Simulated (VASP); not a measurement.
Set up this calculation in VASP 6.6.1, as the native input.

* Task: single point
* Functional: HSE06
* Potentials or basis: VASP PAW PBE potentials, release 64 (Zn, O)
* Cutoff: 520 eV
* k mesh: 4 × 4 × 4
* Occupations: gaussian, width 0.01 eV
* Spin: no spin polarisation
* Dipole correction: no
* Grid for exact exchange (PRECFOCK): Normal
* Further INCAR settings: ALGO = Normal; EDIFF = 1e-06; NBANDS = 16
* Screening parameter: 0.2079 1/Å

ZnO:

```
Zn O
1.0
     0.00000    2.13377    2.13377
     2.13377    0.00000    2.13377
     2.13377    2.13377    0.00000
Zn O
1 1
Direct
  0.00000 0.00000 0.00000
  0.50000 0.50000 0.50000
```

The input as run:

POSCAR

```
ZnO
1.0
    0.0000000000      2.1337703828      2.1337703828
    2.1337703828      0.0000000000      2.1337703828
    2.1337703828      2.1337703828      0.0000000000
Zn O
1 1
Direct
    0.0000000000      0.0000000000      0.0000000000
    0.5000000000      0.5000000000      0.5000000000
```

INCAR.step1

```
PREC     = Accurate       # precision mode
ENCUT    = 520            # plane-wave cutoff, eV
EDIFF    = 1E-5           # SCF threshold, eV
ISMEAR   = 0              # smearing method
SIGMA    = 0.01           # smearing width, eV
LREAL    = False          # projectors in reciprocal space
LASPH    = True           # aspherical terms in the spheres
NELM     = 80             # most SCF steps
ALGO     = Normal         # electronic algorithm
ISIF     = 2              # what is computed and relaxed
LWAVE    = True           # write WAVECAR
LCHARG   = False          # write CHGCAR
GGA      = PE             # functional
NBANDS   = 16             # bands
```

INCAR.step2

```
PREC     = Accurate       # precision mode
ENCUT    = 520            # plane-wave cutoff, eV
EDIFF    = 1E-6           # SCF threshold, eV
ISMEAR   = 0              # smearing method
SIGMA    = 0.01           # smearing width, eV
LREAL    = False          # projectors in reciprocal space
LASPH    = True           # aspherical terms in the spheres
NELM     = 80             # most SCF steps
ALGO     = Normal         # electronic algorithm
ISIF     = 2              # what is computed and relaxed
LWAVE    = False          # write WAVECAR
LCHARG   = False          # write CHGCAR
GGA      = PE             # functional
LHFCALC  = True           # exact exchange
HFSCREEN = 0.2079         # screening, 1/A
PRECFOCK = Normal       
ISTART   = 1            
NBANDS   = 16             # bands
```

KPOINTS

```
regular mesh
0
Gamma
  4 4 4
```

Potentials or basis: VASP PAW PBE potentials, release 64 (Zn, O).

Launch:

```bash
$ cat potpaw_PBE.64/Zn/POTCAR potpaw_PBE.64/O/POTCAR > POTCAR
$ cp INCAR.step1 INCAR
$ mpirun -np 1 vasp_std > vasp.out
$ cp INCAR.step2 INCAR
$ mpirun -np 1 vasp_std > vasp.out
```

Results of the run:

```yaml
Pressure: 2.4 GPa
Band_gap_on_the_k_mesh: 2.70 eV, indirect (least direct gap 3.94 eV)
```

Caveat: the k points lie up to 0.64 Å⁻¹ apart; the PAW data sets were made with another functional, which shifts forces and pressure a little.

Wall time 3 min on 1 thread of Intel(R) Xeon(R) Platinum 8488C (Sapphire Rapids) (shared host), peak memory 0.24 GiB.
